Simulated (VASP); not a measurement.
Wanted: the native input for a VASP 6.6.1 run.

* Task: single point
* Functional: r2SCAN
* Potentials or basis: VASP PAW PBE potentials, release 64 (Ti_sv)
* Cutoff: 520 eV
* k mesh: 15 × 15 × 15
* Occupations: fermi-dirac, width 0.1 eV
* Spin: no spin polarisation
* Dipole correction: no
* Further INCAR settings: ALGO = Normal; EDIFF = 1e-06; NBANDS = 12

Crystal: Ti.

```
CELL_PARAMETERS angstrom
-1.69081 1.69081 1.69081
1.69081 -1.69081 1.69081
1.69081 1.69081 -1.69081
ATOMIC_POSITIONS crystal
Ti 0.00000 0.00000 0.00000
```

This isn't the form of Ti at room conditions, which is hcp.

The input as run:

POSCAR

```
Ti
1.0
   -1.6908135150      1.6908135150      1.6908135150
    1.6908135150     -1.6908135150      1.6908135150
    1.6908135150      1.6908135150     -1.6908135150
Ti
1
Direct
    0.0000000000      0.0000000000      0.0000000000
```

INCAR.step1

```
  ALGO = Normal
  EDIFF = 1E-4
  ENCUT = 520
  GGA = PE
  ISMEAR = -1
  LASPH = T
  LCHARG = F
  LREAL = F
  LWAVE = T
  NBANDS = 12
  NELM = 80
  PREC = Accurate
  SIGMA = 0.1
```

INCAR.step2

```
  ALGO = Normal
  EDIFF = 1E-6
  ENCUT = 520
  ISIF = 2
  ISMEAR = -1
  ISTART = 1
  LASPH = T
  LCHARG = T
  LELF = T
  LMIXTAU = T
  LREAL = F
  LVHAR = T
  LWAVE = F
  METAGGA = R2SCAN
  NBANDS = 12
  NELM = 80
  PREC = Accurate
  SIGMA = 0.1
```

KPOINTS

```
k-points
0
Gamma
  15 15 15
```

Potentials or basis: VASP PAW PBE potentials, release 64 (Ti_sv).

Launch:

```bash
$ cat potpaw_PBE.64/Ti_sv/POTCAR > POTCAR
$ cp INCAR.step1 INCAR
$ mpirun -np 1 vasp_std > vasp.out
$ cp INCAR.step2 INCAR
$ mpirun -np 1 vasp_std > vasp.out
```

Results of the run:

```json
{"Pressure": "-10.2 GPa", "Band gap on the k mesh": "zero (bands 6 and 7 overlap by 1.63 eV)"}
```

Caveat: the cell stands under tension; the PAW data sets were made with another functional, which shifts forces and pressure a little.

Run time: 76 s on 1 thread of Intel Xeon 8259CL (shared host), peak memory 0.16 GiB.
